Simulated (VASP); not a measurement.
Wanted: the native input for a VASP 6.6.1 run.

| Property | Result |
| --- | --- |
| Task | relaxation of cell and atoms |
| Functional | PBE |
| Potentials or basis | VASP PAW PBE potentials, release 64 (Ge_d, S) |
| Cutoff | 500 eV |
| k mesh | 8 × 8 × 8 |
| Occupations | gaussian, width 0.1 eV |
| Spin | no spin polarisation |
| Dipole correction | no |
| Further INCAR settings | ALGO = Normal; EDIFF = 1e-07; IBRION = 2; EDIFFG = -0.01; NSW = 100; ISIF = 3 |

The structure of Ge5S lies in POSCAR:

```
Ge5S
1.0
    0.0000000000      4.0337732400      4.0337732400
    4.0337732400      0.0000000000      4.0337732400
    4.0337732400      4.0337732400      0.0000000000
Ge S
5 1
Direct
    0.2500000000      0.2500000000      0.2500000000
    0.1295901500      0.6234699500      0.6234699500
    0.6234699500      0.6234699500      0.6234699500
    0.6234699500      0.6234699500      0.1295901500
    0.6234699500      0.1295901500      0.6234699500
    0.0000000000      0.0000000000      0.0000000000
```

The cell was generated, and may not be a known phase.

These files were run (other wordings do the same):

INCAR

```
SYSTEM = Ge5S
  PREC = Accurate
  ENCUT = 500
  EDIFF = 1E-7
  ISMEAR = 0
  SIGMA = 0.1
  LREAL = .FALSE.
  LASPH = .TRUE.
  NELM = 120
  ALGO = Normal
  ISIF = 3
  LWAVE = .FALSE.
  LCHARG = .FALSE.
  GGA = PE
  IBRION = 2
  NSW = 100
  EDIFFG = -0.01
  GGA_COMPAT = .FALSE.
  NELMIN = 4
```

KPOINTS

```
Automatic mesh
0
G
  8 8 8
  0 0 0
```

Potentials or basis: VASP PAW PBE potentials, release 64 (Ge_d, S).

The run is started by

```bash
$ cat potpaw_PBE.64/Ge_d/POTCAR potpaw_PBE.64/S/POTCAR > POTCAR
$ mpirun -np 1 vasp_std > vasp.out
```

Results of the run:

```yaml
Relaxed_volume: 19.93 Å³/atom
Relaxed_cell: a = 5.530 Å, b = 5.530 Å, c = 5.530 Å, α = 60.00°, β = 60.00°, γ = 60.00°
Space_group_after_relaxing_to_0.1_Å: F-43m (No. 216)
Energy_gained_by_relaxing: 31.4 meV/atom
Ionic_steps: 5
Pressure_after_relaxing: 0.1 GPa
Band_gap_on_the_k_mesh: zero (bands 38 and 39 overlap by 1.78 eV)
```

Run time: 4.5 min on 1 thread of Intel(R) Xeon(R) 6975P-C (Granite Rapids), with other jobs on the host, peak memory 0.33 GiB.
